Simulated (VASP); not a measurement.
# Hf5TiN6 (P-6m2) in VASP: further runs

The runs below take Hf5TiN6 through single point, with PBE.

Program: VASP 6.6.1. These are calculated values, not measurements. Logs are shortened: lines on timing, memory, paths and dates and some standing lists are left out, and cuts for length are marked.

## 1. The cell of the first run

The structure is hexagonal, space group P-6m2 (No. 187). Conventional cell: a = 3.129 Å, b = 3.129 Å, c = 16.206 Å, α = 90.00°, β = 90.00°, γ = 120.00°. Hf (site symmetry 3m) has 6 N at 2.25 to 2.28 Å within 3.0 Å. Within 3.0 Å of Hf (site symmetry -6m2) lie 6 N at 2.27 Å. Hf (site symmetry 3m) has 6 N at 2.26 to 2.27 Å within 3.0 Å. Within 2.9 Å of Ti (site symmetry -6m2) lie 6 N at 2.21 Å. Within 2.9 Å of N (site symmetry 3m) lie 3 Ti at 2.21 Å and 3 Hf at 2.25 Å and 2 N at 2.55 to 2.73 Å. N (site symmetry 3m) has 6 Hf at 2.26 to 2.28 Å and 2 N at 2.73 to 2.74 Å within 3.0 Å. N (site symmetry 3m) has 6 Hf at 2.27 Å and 2 N at 2.73 to 2.74 Å within 3.0 Å.

## 2. Single point, PBE

INCAR

```
SYSTEM = Hf5TiN6
  PREC = Accurate
  ENCUT = 520
  EDIFF = 1E-6
  ISMEAR = 0
  SIGMA = 0.1
  LREAL = .FALSE.
  LASPH = .TRUE.
  NELM = 60
  ALGO = Normal
  ISIF = 2
  LWAVE = .FALSE.
  LCHARG = .FALSE.
  GGA = PE
  NBANDS = 58
```

KPOINTS

```
Automatic mesh
0
G
  6 6 1
  0 0 0
```

POSCAR

```
Hf5TiN6
1.0
    3.1286010000      0.0000000000      0.0000000000
   -1.5643005000      2.7094479000      0.0000000000
    0.0000000000      0.0000000000     16.2055983000
Hf Ti N
5 1 6
Direct
    0.3333333000      0.6666667000      0.1614430000
    0.3333333000      0.6666667000      0.5000000000
    0.3333333000      0.6666667000      0.8385570000
    0.0000000000      0.0000000000      0.3307730000
    0.0000000000      0.0000000000      0.6692270000
    0.0000000000      0.0000000000      0.0000000000
    0.6666667000      0.3333333000      0.9214320000
    0.6666667000      0.3333333000      0.2468210000
    0.6666667000      0.3333333000      0.5843810000
    0.6666667000      0.3333333000      0.0785680000
    0.6666667000      0.3333333000      0.4156190000
    0.6666667000      0.3333333000      0.7531790000
```

Potentials or basis: VASP PAW PBE potentials, release 64 (Hf_pv, Ti_sv, N).

On the command line:

```console
> cat potpaw_PBE.64/Hf_pv/POTCAR potpaw_PBE.64/Ti_sv/POTCAR potpaw_PBE.64/N/POTCAR > POTCAR
> mpirun -np 1 vasp_std > vasp.out
```

OUTCAR:

```text
SYSTEM = Hf5TiN6
   PREC = Accurate
   ENCUT = 520
   EDIFF = 1E-6
   ISMEAR = 0
   LREAL = .FALSE.
   LASPH = .TRUE.
   NELM = 60
   ISIF = 2
   GGA = PE

 ion  position               nearest neighbor table
   1  0.333  0.667  0.161-  10 2.25  10 2.25  10 2.25   8 2.28   8 2.28   8 2.28   6 3.18   6 3.18
                             6 3.18   4 3.29   4 3.29   4 3.29
   2  0.333  0.667  0.500-   9 2.27  11 2.27   9 2.27  11 2.27   9 2.27  11 2.27   4 3.28   5 3.28
                             4 3.28   5 3.28   4 3.28   5 3.28
   3  0.333  0.667  0.839-   7 2.25   7 2.25   7 2.25  12 2.28  12 2.28  12 2.28   6 3.18   6 3.18
                             6 3.18   5 3.29   5 3.29   5 3.29
   4  0.000  0.000  0.331-   8 2.26   8 2.26   8 2.26  11 2.27  11 2.27  11 2.27   2 3.28   2 3.28
                             2 3.28   1 3.29   1 3.29   1 3.29
   5  0.000  0.000  0.669-  12 2.26  12 2.26  12 2.26   9 2.27   9 2.27   9 2.27   2 3.28   2 3.28
                             2 3.28   3 3.29   3 3.29   3 3.29
   6  0.000  0.000  0.000-   7 2.21  10 2.21   7 2.21  10 2.21   7 2.21  10 2.21   1 3.18   3 3.18
                             1 3.18   3 3.18   1 3.18   3 3.18
   7  0.667  0.333  0.921-   6 2.21   6 2.21   6 2.21   3 2.25   3 2.25   3 2.25
   8  0.667  0.333  0.247-   4 2.26   4 2.26   4 2.26   1 2.28   1 2.28   1 2.28
   9  0.667  0.333  0.584-   2 2.27   2 2.27   2 2.27   5 2.27   5 2.27   5 2.27
  10  0.667  0.333  0.079-   6 2.21   6 2.21   6 2.21   1 2.25   1 2.25   1 2.25
  11  0.667  0.333  0.416-   2 2.27   2 2.27   2 2.27   4 2.27   4 2.27   4 2.27
  12  0.667  0.333  0.753-   5 2.26   5 2.26   5 2.26   3 2.28   3 2.28   3 2.28

  LATTYP: Found a hexagonal cell.
 ALAT       =     3.1286010000
 C/A-ratio  =     5.1798226428

  Lattice vectors:

 A1 = (   3.1286010000,   0.0000000000,   0.0000000000)
 A2 = (  -1.5643005000,   2.7094479000,   0.0000000000)
 A3 = (   0.0000000000,   0.0000000000,  16.2055983000)

Analysis of symmetry for initial positions (statically):
=====================================================================
 Subroutine PRICEL returns:
 Original cell was already a primitive cell.

 Routine SETGRP: Setting up the symmetry group for a
 hexagonal supercell.

 Subroutine GETGRP returns: Found 12 space group operations
 (whereof 12 operations were pure point group operations)
 out of a pool of 24 trial point group operations.

The static configuration has the point symmetry D_3h.

Analysis of symmetry for dynamics (positions and initial velocities):
=====================================================================
 Subroutine PRICEL returns:
 Original cell was already a primitive cell.

 Routine SETGRP: Setting up the symmetry group for a
 hexagonal supercell.

 Subroutine GETGRP returns: Found 12 space group operations
 (whereof 12 operations were pure point group operations)
 out of a pool of 24 trial point group operations.

The dynamic configuration has the point symmetry D_3h.

 Subroutine INISYM returns: Found 12 space group operations
 (whereof 12 operations are pure point group operations),
 and found     1 'primitive' translations

----------------------------------------------------------------------------------------

                                     Primitive cell

  volume of cell :     137.3713

  direct lattice vectors                    reciprocal lattice vectors
     3.128601000  0.000000000  0.000000000     0.319631682  0.184539441  0.000000000
    -1.564300500  2.709447900  0.000000000     0.000000000  0.369078881  0.000000000
     0.000000000  0.000000000 16.205598300     0.000000000  0.000000000  0.061707071

  length of vectors
     3.128601000  3.128600962 16.205598300     0.369078877  0.369078881  0.061707071

  position of ions in fractional coordinates (direct lattice)
     0.333333300  0.666666700  0.161443000
     0.333333300  0.666666700  0.500000000
     0.333333300  0.666666700  0.838557000
     0.000000000  0.000000000  0.330773000
     0.000000000  0.000000000  0.669227000
[... 51 lines left out ...]
   EFERMI_NEDOS =   21; number of points for ismear=-14 and -15
   IALGO  =     38    algorithm
   IMIX   =      4    mixing-type and parameters
     AMIX     =   0.40;   BMIX     =  1.00
     AMIX_MAG =   1.60;   BMIX_MAG =  1.00
  volume/ion in A,a.u.               =      11.45        77.25
  Fermi-wavevector in a.u.,A,eV,Ry     =   1.432316  2.706684 27.912737  2.051528
  Thomas-Fermi vector in A             =   2.551957
   LORBIT       =      0    0 simple, 1 ext, 2 COOP (PROOUT), +10 PAW based schemes
   GGA     = PE    functional components
   LHFCALC =     F    Hartree Fock is set to
   AEXX    =    0.0000 exact exchange contribution
   IVDW    =     0    specifies the selected vdW correction
   LEPSILON=     F    determine dielectric tensor
   LRPA    =     F    only Hartree local field effects (RPA)
 non-spin polarized calculation
 Gauss-broadening in eV      SIGMA  =   0.10
  energy-cutoff  :      520.00
  volume of cell :      137.37
 maximum number of plane-waves:      3708
 NGX is ok and might be reduce to    24
   NGX = 11   NGY = 11   NGZ = 61

 number of electron      91.9999992 magnetization

 Free energy of the ion-electron system (eV)
  ---------------------------------------------------
  ext. energy  EPLUGINS =         0.00000000
  ---------------------------------------------------
  free energy    TOTEN  =      -127.74760179 eV

  energy without entropy =     -127.73664534  energy(sigma->0) =     -127.74212357

 E-fermi :   8.2977     XC(G=0): -12.6584

 val. band max:        8.2590449908   @ k =   0.3333   0.3333   0.0000
 cond. band min:       8.4618468971   @ k =   0.3333   0.3333   0.0000
 fundamental gap:      0.2028019063
 Fermi energy:         8.2977370873

 k-point     1 :       0.0000    0.0000    0.0000
  band No.  band energies     occupation
      1     -49.6136      2.00000
      2     -25.9725      2.00000
      3     -25.6964      2.00000
      4     -25.6964      2.00000
      5     -23.4756      2.00000
      6     -23.3125      2.00000
[... 416 lines left out ...]
     57      12.1444      0.00000
     58      12.2839      0.00000

------------------------ aborting loop because EDIFF is reached ----------------------------------------

  FORCE on cell =-STRESS in cart. coord.  units (eV):
  Direction    XX          YY          ZZ          XY          YZ          ZX
  --------------------------------------------------------------------------------------
  -------------------------------------------------------------------------------------
  Total       -2.4957860     -2.4957860     -0.2852265      0.0000000     -0.0000000      0.0000000
  in kB      -29.1086376    -29.1086366     -3.3266289      0.0000000     -0.0000000      0.0000000
  external PRESSURE =     -20.5146344 kB  Pullay stress =       0.0000000 kB

 VOLUME and BASIS-vectors are now :
 -----------------------------------------------------------------------------
  energy-cutoff  :      520.00
  volume of cell :      137.37
      direct lattice vectors                 reciprocal lattice vectors
     3.128601000  0.000000000  0.000000000     0.319631682  0.184539441  0.000000000
    -1.564300500  2.709447900  0.000000000     0.000000000  0.369078881  0.000000000
     0.000000000  0.000000000 16.205598300     0.000000000  0.000000000  0.061707071

 POSITION                                       TOTAL-FORCE (eV/Angst)
 -----------------------------------------------------------------------------------
     -0.00000      1.80630      2.61628        -0.000000      0.000000     -0.115666
     -0.00000      1.80630      8.10280         0.000000     -0.000000      0.000000
     -0.00000      1.80630     13.58932         0.000000      0.000000      0.115666
      0.00000      0.00000      5.36037        -0.000000      0.000000      0.011097
      0.00000      0.00000     10.84522        -0.000000      0.000000     -0.011097
      0.00000      0.00000      0.00000        -0.000000     -0.000000      0.000000
      1.56430      0.90315     14.93236         0.000000     -0.000000     -0.103236
      1.56430      0.90315      3.99988        -0.000000     -0.000000      0.023018
      1.56430      0.90315      9.47024        -0.000000      0.000000     -0.021946
      1.56430      0.90315      1.27324         0.000000     -0.000000      0.103236
      1.56430      0.90315      6.73535        -0.000000      0.000000      0.021946
      1.56430      0.90315     12.20572        -0.000000     -0.000000     -0.023018
 -----------------------------------------------------------------------------------
    total drift:                               -0.000514      0.000297      0.000000

  FREE ENERGIE OF THE ION-ELECTRON SYSTEM (eV)
  ---------------------------------------------------
  free  energy   TOTEN  =      -127.7476017904 eV

  energy  without entropy=     -127.7366453439  energy(sigma->0) =     -127.74212357
```

Wall time 3.4 min (1 thread of AMD EPYC 7R43 (Zen 3), shared host); peak memory 0.22 GiB.

Results:

| Item | Value |
| --- | --- |
| Free energy | -127.7476 eV |
| Pressure | -2.1 GPa |
| Largest force | 0.116 eV/Å |
| Band gap on the k mesh | zero (bands 46 and 47 overlap by 0.42 eV) |

Forces on the atoms (eV/Å):
```
Hf   0.000  0.000 -0.116
Hf   0.000  0.000  0.000
Hf   0.000  0.000  0.116
Hf   0.000  0.000  0.011
Hf   0.000  0.000 -0.011
Ti   0.000  0.000  0.000
N    0.000  0.000 -0.103
N    0.000  0.000  0.023
N    0.000  0.000 -0.022
N    0.000  0.000  0.103
N    0.000  0.000  0.022
N    0.000  0.000 -0.023
```

Stress tensor (GPa, compression positive):
```
-2.91  0.00  0.00
 0.00 -2.91  0.00
 0.00  0.00 -0.33
```

Caveat: the k points lie up to 0.39 Å⁻¹ apart; spin-orbit coupling is left out, which moves the levels of the heavy elements.

## 3. Single point, PBE

INCAR

```
SYSTEM = Hf5TiN6
PREC = Accurate
ENCUT = 520
EDIFF = 1E-7
ISMEAR = 0
SIGMA = 0.2
LREAL = .False.
LASPH = .True.
NELM = 60
ALGO = Normal
ISIF = 2
LWAVE = .False.
LCHARG = .True.
GGA = PE
LELF = .True.
LVHAR = .True.
NBANDS = 58
```

KPOINTS

```
Automatic mesh
0
Gamma
  12 12 2
  0 0 0
```

POSCAR

```
Hf5TiN6
1.0
    3.1286009744      0.0000000000      0.0000000000
   -1.5643004872      2.7094479222      0.0000000000
    0.0000000000      0.0000000000     16.2055983000
Hf Ti N
5 1 6
Direct
    0.3333333333      0.6666666667      0.1614430000
    0.3333333333      0.6666666667      0.5000000000
    0.3333333333      0.6666666667      0.8385570000
    0.0000000000      0.0000000000      0.3307730000
    0.0000000000      0.0000000000      0.6692270000
    0.0000000000      0.0000000000      0.0000000000
    0.6666666667      0.3333333333      0.9214320000
    0.6666666667      0.3333333333      0.2468210000
    0.6666666667      0.3333333333      0.5843810000
    0.6666666667      0.3333333333      0.0785680000
    0.6666666667      0.3333333333      0.4156190000
    0.6666666667      0.3333333333      0.7531790000
```

Potentials or basis: VASP PAW PBE potentials, release 64 (Hf_pv, Ti_sv, N).

On the command line:

```console
> cat potpaw_PBE.64/Hf_pv/POTCAR potpaw_PBE.64/Ti_sv/POTCAR potpaw_PBE.64/N/POTCAR > POTCAR
> mpirun -np 1 vasp_std > vasp.out
```

Run time: 18 min. Hardware: 1 thread of AMD EPYC 7R43 (Zen 3), shared host; peak memory 0.37 GiB.

It converged, with:

| Item | Value |
| --- | --- |
| Free energy | -127.7279 eV |
| Pressure | -1.8 GPa |
| Largest force | 0.101 eV/Å |
| Band gap on the k mesh | zero (bands 46 and 47 overlap by 0.98 eV) |

Forces on the atoms (eV/Å):
```
Hf   0.000  0.000  0.026
Hf   0.000  0.000  0.000
Hf   0.000  0.000 -0.026
Hf   0.000  0.000  0.008
Hf   0.000  0.000 -0.008
Ti   0.000  0.000  0.000
N    0.000  0.000 -0.101
N    0.000  0.000 -0.012
N    0.000  0.000  0.002
N    0.000  0.000  0.101
N    0.000  0.000 -0.002
N    0.000  0.000  0.012
```

Levels at points of the mesh, in eV from the Fermi level:
| k point | band 42 | band 43 | band 44 | band 45 | band 46 | band 47 | band 48 | band 49 | band 50 | band 51 |
| --- | --- | --- | --- | --- | --- | --- | --- | --- | --- | --- |
| (0.00, 0.00, 0.00) | -3.33 | -1.51 | -0.54 | 0.56 | 0.56 | 0.82 | 1.06 | 1.06 | 1.33 | 1.33 |
| (0.50, 0.00, 0.00) | -3.12 | -2.56 | -2.24 | -1.05 | -0.82 | 0.57 | 0.78 | 1.96 | 2.01 | 2.30 |
| (0.00, 0.00, 0.50) | -2.63 | -2.62 | 0.09 | 0.42 | 0.69 | 0.69 | 1.02 | 1.02 | 1.27 | 1.27 |
| (0.50, 0.00, 0.50) | -3.26 | -3.26 | -1.77 | -1.53 | -0.26 | -0.06 | 1.48 | 1.59 | 1.96 | 2.02 |

Caveat: spin-orbit coupling is left out, which moves the levels of the heavy elements.

## 4. Single point, PBE, collinear spin

INCAR

```
PREC = Accurate ; ENCUT = 520
EDIFF = 1E-7 ; ISMEAR = 0
SIGMA = 0.1 ; LREAL = False
LASPH = True ; NELM = 150
ALGO = Normal ; ISIF = 2
LWAVE = False ; LCHARG = True
ISPIN = 2 ; MAGMOM = 0 0 0 0 0 1 0 0 0 0 0 0
LORBIT = 11 ; LMAXMIX = 4
GGA = PE ; LELF = True
LVHAR = True ; NBANDS = 62
```

KPOINTS

```
regular mesh
0
Gamma
  6 6 1
```

POSCAR

```
Hf5TiN6
1.0
    3.1286010000      0.0000000000      0.0000000000
   -1.5643005000      2.7094479000      0.0000000000
    0.0000000000      0.0000000000     16.2055983000
Hf Ti N
5 1 6
Direct
    0.3333333000      0.6666667000      0.1614430000
    0.3333333000      0.6666667000      0.5000000000
    0.3333333000      0.6666667000      0.8385570000
    0.0000000000      0.0000000000      0.3307730000
    0.0000000000      0.0000000000      0.6692270000
    0.0000000000      0.0000000000      0.0000000000
    0.6666667000      0.3333333000      0.9214320000
    0.6666667000      0.3333333000      0.2468210000
    0.6666667000      0.3333333000      0.5843810000
    0.6666667000      0.3333333000      0.0785680000
    0.6666667000      0.3333333000      0.4156190000
    0.6666667000      0.3333333000      0.7531790000
```

On the command line:

```console
> cat potpaw_PBE.64/Hf_pv/POTCAR potpaw_PBE.64/Ti_sv/POTCAR potpaw_PBE.64/N/POTCAR > POTCAR
> mpirun -np 1 vasp_std > vasp.out
```

Run time: 8.1 min. Hardware: 1 thread of AMD EPYC 7R43 (Zen 3), shared host; peak memory 0.32 GiB.

Results (log left out):

- Free energy: -127.7476 eV
- Pressure: -2.0 GPa
- Largest force: 0.116 eV/Å
- Band gap on the k mesh: zero (filled and empty bands overlap)
- Net moment: 0.00 μB per cell
- Valence electrons inside the program's atomic spheres: Hf 8.60, 8.61 (each value once); Ti 10.21; N 3.71, 3.74 (each value once)

Forces on the atoms (eV/Å):
```
Hf   0.000  0.000 -0.116
Hf   0.000  0.000  0.000
Hf   0.000  0.000  0.116
Hf   0.000  0.000  0.011
Hf   0.000  0.000 -0.011
Ti   0.000  0.000  0.000
N    0.000  0.000 -0.103
N    0.000  0.000  0.023
N    0.000  0.000 -0.022
N    0.000  0.000  0.103
N    0.000  0.000  0.022
N    0.000  0.000 -0.023
```

Stress tensor (GPa, compression positive):
```
-2.90  0.00  0.00
 0.00 -2.90  0.00
 0.00  0.00 -0.32
```

Levels at points of the mesh, in eV from the Fermi level:
Spin up:
| k point | band 43 | band 44 | band 45 | band 46 | band 47 | band 48 | band 49 | band 50 |
| --- | --- | --- | --- | --- | --- | --- | --- | --- |
| (0.00, 0.00, 0.00) | -1.71 | -0.73 | 0.37 | 0.37 | 0.63 | 0.89 | 0.89 | 1.10 |
| (0.50, 0.00, 0.00) | -2.76 | -2.45 | -1.26 | -1.02 | 0.37 | 0.57 | 1.81 | 1.86 |
Spin down:
| k point | band 44 | band 45 | band 46 | band 47 | band 48 | band 49 |
| --- | --- | --- | --- | --- | --- | --- |
| (0.00, 0.00, 0.00) | -0.73 | 0.37 | 0.37 | 0.63 | 0.89 | 0.89 |
| (0.50, 0.00, 0.00) | -2.45 | -1.26 | -1.02 | 0.37 | 0.57 | 1.81 |

Caveat: the k points lie up to 0.39 Å⁻¹ apart; spin-orbit coupling is left out, which moves the levels of the heavy elements.

## 5. Single point, PBE, collinear spin

INCAR

```
SYSTEM = Hf5TiN6
PREC = Accurate
ENCUT = 520
EDIFF = 1E-7
ISMEAR = 0
SIGMA = 0.1
LREAL = .FALSE.
LASPH = .TRUE.
NELM = 150
ALGO = Normal
ISIF = 2
LWAVE = .FALSE.
LCHARG = .FALSE.
ISPIN = 2
MAGMOM = 0 0 0 0 0 1 0 0 0 0 0 0
LORBIT = 11
LMAXMIX = 4
GGA = PE
NBANDS = 62
```

KPOINTS

```
Automatic mesh
0
G
  6 6 1
  0 0 0
```

POSCAR is that of step 4.

On the command line:

```console
> cat potpaw_PBE.64/Hf_pv/POTCAR potpaw_PBE.64/Ti_sv/POTCAR potpaw_PBE.64/N/POTCAR > POTCAR
> mpirun -np 1 vasp_std > vasp.out
```

Run time: 8.1 min. Hardware: 1 thread of AMD EPYC 7R43 (Zen 3), shared host; peak memory 0.33 GiB.

Results (log left out):

```yaml
Free_energy: -127.7476 eV
Pressure: -2.0 GPa
Largest_force: 0.116 eV/Å
Band_gap_on_the_k_mesh: zero (filled and empty bands overlap)
Net_moment: 0.00 μB per cell
Valence_electrons_inside_the_program's_atomic_spheres: Hf 8.60, 8.61 (each value once); Ti 10.21; N 3.71, 3.74 (each value once)
```

Forces in eV/Å, atoms in the order of the input:
```
Hf   0.000  0.000 -0.116
Hf   0.000  0.000  0.000
Hf   0.000  0.000  0.116
Hf   0.000  0.000  0.011
Hf   0.000  0.000 -0.011
Ti   0.000  0.000  0.000
N    0.000  0.000 -0.103
N    0.000  0.000  0.023
N    0.000  0.000 -0.022
N    0.000  0.000  0.103
N    0.000  0.000  0.022
N    0.000  0.000 -0.023
```

Stress tensor (GPa, compression positive):
```
-2.90  0.00  0.00
 0.00 -2.90  0.00
 0.00  0.00 -0.32
```

Levels at points of the mesh, in eV from the Fermi level:
Spin up:
```
           k point  band 44  band 45  band 46  band 47  band 48  band 49
(0.00, 0.00, 0.00)    -0.73     0.37     0.37     0.63     0.89     0.89
(0.50, 0.00, 0.00)    -2.45    -1.26    -1.02     0.37     0.57     1.81
```
Spin down:
| k point | band 44 | band 45 | band 46 | band 47 | band 48 | band 49 |
| --- | --- | --- | --- | --- | --- | --- |
| (0.00, 0.00, 0.00) | -0.73 | 0.37 | 0.37 | 0.63 | 0.89 | 0.89 |
| (0.50, 0.00, 0.00) | -2.45 | -1.26 | -1.02 | 0.37 | 0.57 | 1.81 |

Caveat: the k points lie up to 0.39 Å⁻¹ apart; spin-orbit coupling is left out, which moves the levels of the heavy elements.

## 6. Summary

| spin | k mesh | smearing | gap on the mesh (eV) | pressure (GPa) | largest force (eV/Å) |
| --- | --- | --- | --- | --- | --- |
| off | 6 × 6 × 1 | gaussian 0.1 eV | none | -2.1 | 0.12 |
| off | 12 × 12 × 2 | gaussian 0.2 eV | none | -1.8 | 0.10 |
| collinear | 6 × 6 × 1 | gaussian 0.1 eV | none | -2.0 | 0.12 |

Alike in all rows: task single point; level PBE; potentials or basis VASP PAW PBE potentials, release 64 (Hf_pv, Ti_sv, N); cell as given; cutoff (eV) 520.

Caveats: some runs use coarse meshes; spin-orbit coupling is left out, which moves the levels of the heavy elements.

Total energies depend on the potentials used, so only differences within one code and one set of settings carry meaning.

The gap in the log of VASP goes by the Fermi energy; the results here count the filled bands.